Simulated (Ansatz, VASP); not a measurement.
**InSe in VASP and in Ansatz**

```xyz
8
Lattice="4.0266 0.0000 0.0000 -2.0133 3.4871 0.0000 0.0000 0.0000 28.2707" Properties=species:S:1:pos:R:3 pbc="T T T"
Se    0.0000    0.0000    4.5000
Se    0.0000    0.0000    9.8854
Se    1.5659    0.3875   13.3954
Se    1.5659    0.3875   18.7807
In    2.0133    1.1624    5.7954
In    2.0133    1.1624    8.5899
In   -0.4474   -0.7749   14.6908
In   -0.4474   -0.7749   17.4853
```

Alike in both runs: task single point; functional PBE; dispersion D3(BJ); k mesh 9 × 9 × 1; occupations gaussian, width 0.05 eV; no spin polarisation.

|  | VASP | Ansatz |
| --- | --- | --- |
| version | VASP 6.6.1 | Ansatz 0.2.0 |
| potentials or method | VASP PAW PBE potentials, release 64 (Se, In_d), cutoff 520 eV | scalar-relativistic, plane waves, PAW |
| valence electrons in the cell | 76 | 116 |

Ansatz gave:

| Property | Result |
| --- | --- |
| gap on the k mesh at the Fermi level (eV) | 1.21 |
| least direct gap on the mesh (eV) | 1.25 |
| rms of the force components (eV/Å) | 0.017 |

Problem. What did VASP give for the same quantities?

Solution. gap on the k mesh at the Fermi level (eV): 1.20; least direct gap on the mesh (eV): 1.24; rms of the force components (eV/Å): 0.020.

VASP's potentials hold 76 valence electrons a cell and Ansatz's 116, so a difference there can come from the potentials and not from the codes.
